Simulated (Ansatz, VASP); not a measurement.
**One calculation of MgB2, two programs**

```
CELL_PARAMETERS angstrom
3.06583 0.00000 0.00000
-1.53292 2.65509 0.00000
0.00000 0.00000 3.52016
ATOMIC_POSITIONS crystal
Mg 0.00000 0.00000 0.00000
B 0.33333 0.66667 0.50000
B 0.66667 0.33333 0.50000
```

Alike in both runs: functional r2SCAN; k mesh 15 × 15 × 12; occupations gaussian, width 0.1 eV; no spin polarisation.

Ansatz relaxed the structure, and its values are those at the end. VASP's run is a single point on that final structure, the one shown.

```csv
,VASP,Ansatz
version,VASP 6.6.1,Ansatz 0.2.0
potentials or method,"VASP PAW PBE potentials, release 64 (Mg, B), cutoff 520 eV","scalar-relativistic, plane waves, PAW"
valence electrons in the cell,8,16
```

```tsv
	VASP	Ansatz	Ansatz less VASP
gap on the k mesh at the Fermi level (eV)	none	none	-
pressure (GPa)	-0.4	0.0	+0.41
```

VASP's potentials were made for PBE, not for r2SCAN. A gap of «none» marks a metal or a gap that the smearing closes. VASP's potentials hold 8 valence electrons a cell and Ansatz's 16, so a difference there can come from the potentials and not from the codes.
